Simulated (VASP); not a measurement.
Ba3Mo:

```
Ba Mo
1.0
     7.05690    0.00000    0.00000
    -3.52845    6.11145    0.00000
     0.00000    0.00000    3.30489
Ba Mo
3 1
Cartesian
  3.5284 0.0000 0.0000
  -1.7642 3.0557 0.0000
  1.7642 3.0557 0.0000
  0.0000 0.0000 0.0000
```

| Item | Value |
| --- | --- |
| Program | VASP 6.6.1 |
| Task | relaxation of cell and atoms |
| Functional | PBE |
| Potentials or basis | VASP PAW PBE potentials, release 64 (Ba_sv, Mo_sv) |
| Cutoff | 600 eV |
| k mesh | 9 × 9 × 14 |
| Occupations | gaussian, width 0.1 eV |
| Spin | no spin polarisation |

At the start: pressure 1.0 GPa; volume 35.63 Å³/atom.

Task: Where does the relaxation end?

Result: Over 6 steps the energy falls by 5.5 meV/atom and the volume is 37.45 Å³/atom (+5.1 %); space group P6/mmm (No. 191, to 0.05 Å).

The path:
| step | energy change (eV) | largest force (eV/Å) | pressure (GPa) | volume (Å³) |
| --- | --- | --- | --- | --- |
| 1 | 0.0000 | 0.0000 | 0.96 | 142.53 |
| 2 | -0.0183 | 0.0000 | 0.32 | 146.99 |
| 3 | -0.0213 | 0.0000 | -0.08 | 150.20 |
| 4 | -0.0214 | 0.0000 | -0.03 | 149.81 |
| 5 | -0.0221 | 0.0000 | 0.00 | 149.81 |
| 6 | -0.0222 | 0.0000 | 0.00 | 149.81 |

Final structure:
```cif
data_structure
_symmetry_space_group_name_H-M 'P 1'
_symmetry_Int_Tables_number 1
_cell_length_a 7.1424
_cell_length_b 7.1424
_cell_length_c 3.3909
_cell_angle_alpha 90.000
_cell_angle_beta 90.000
_cell_angle_gamma 120.000
_cell_volume 149.81
loop_
_atom_site_label
_atom_site_type_symbol
_atom_site_fract_x
_atom_site_fract_y
_atom_site_fract_z
_atom_site_occupancy
Ba1 Ba 0.50000 0.00000 0.00000 1
Ba2 Ba 0.00000 0.50000 0.00000 1
Ba3 Ba 0.50000 0.50000 0.00000 1
Mo1 Mo 0.00000 0.00000 0.00000 1
```
